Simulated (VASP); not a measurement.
A run of VASP 6.6.1:

The input INCAR:

```
ALGO = Normal
EDIFF = 1E-7
ENCUT = 520
GGA = PE
ISIF = 2
ISMEAR = 0
LASPH = True
LCHARG = True
LELF = True
LREAL = False
LVHAR = True
LWAVE = False
NBANDS = 24
NELM = 80
PREC = Accurate
SIGMA = 0.1
```

Contents of KPOINTS:

```
k-points
0
Gamma
  12 12 6
```

Contents of POSCAR:

```
Na3S2
1.0
    4.7154698193      0.0000000000      0.0000000000
   -2.3577349096      4.0837166543      0.0000000000
    0.0000000000      0.0000000000      6.0387944678
Na S
3 2
Direct
    0.0000000000      0.0000000000      0.0000000000
    0.3333333333      0.6666666667      0.6893867355
    0.6666666667      0.3333333333      0.3106132645
    0.3333333333      0.6666666667      0.2180287574
    0.6666666667      0.3333333333      0.7819712426
```

Potentials or basis: VASP PAW PBE potentials, release 64 (Na_pv, S).

Launch:

```sh
$ cat potpaw_PBE.64/Na_pv/POTCAR potpaw_PBE.64/S/POTCAR > POTCAR
$ mpirun -np 1 vasp_std > vasp.out
```

Hardware: 1 thread of Intel(R) Xeon(R) 6975P-C (Granite Rapids), on a shared host.

How long does it take, and how much memory?

It took 3.9 min on 1 thread of Intel(R) Xeon(R) 6975P-C (Granite Rapids), on a shared host, peak memory 0.36 GiB. Counts: scf iterations 16, k points 100.
